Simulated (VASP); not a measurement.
Set up this calculation in VASP 6.6.1, as the native input.

```
Task                   : single point
Functional             : PBEsol
Potentials or basis    : VASP PAW PBE potentials, release 64 (Ni, Ti_sv)
Cutoff                 : 520 eV
k mesh                 : 7 × 7 × 7
Occupations            : fermi-dirac, width 0.05 eV
Spin                   : collinear spin, ferromagnetic start
Starting moments       : [1.0, 1.0, 1.0, 1.0] μB
Dipole correction      : no
Further INCAR settings : ALGO = Normal; EDIFF = 1e-06; NBANDS = 35
```

The structure of Ti3Ni lies in POSCAR:

```
Ti3Ni
1.0
    3.8548427654      0.0000000000      0.0000000000
    0.0000000000      3.8548427654      0.0000000000
    0.0000000000      0.0000000000      3.8548427654
Ni Ti
1 3
Direct
    0.0000000000      0.0000000000      0.0000000000
    0.5000000000      0.5000000000      0.0000000000
    0.5000000000      0.0000000000      0.5000000000
    0.0000000000      0.5000000000      0.5000000000
```

The input as run:

INCAR

```
PREC = Accurate ; ENCUT = 520
EDIFF = 1E-6 ; ISMEAR = -1
SIGMA = 0.05 ; LREAL = F
LASPH = T ; NELM = 150
ALGO = Normal ; ISIF = 2
LWAVE = F ; LCHARG = T
ISPIN = 2 ; MAGMOM = 1 1 1 1
LORBIT = 11 ; LMAXMIX = 4
GGA = PS ; LELF = T
LVHAR = T ; NBANDS = 35
```

KPOINTS

```
regular mesh
0
Gamma
  7 7 7
```

Potentials or basis: VASP PAW PBE potentials, release 64 (Ni, Ti_sv).

Launch:

```sh
$ cat potpaw_PBE.64/Ni/POTCAR potpaw_PBE.64/Ti_sv/POTCAR > POTCAR
$ mpirun -np 1 vasp_std > vasp.out
```

It gave:

```
Pressure                                              : 3.0 GPa
Band gap on the k mesh                                : zero (filled and empty bands overlap)
Net moment                                            : 0.00 μB per cell
Valence electrons inside the program's atomic spheres : Ni 9.34; Ti 10.39
```

Caveat: the PAW data sets were made with another functional, which shifts forces and pressure a little.

Wall time 3.2 min on 1 thread of Intel Xeon 8259CL, on a shared host, peak memory 0.22 GiB.
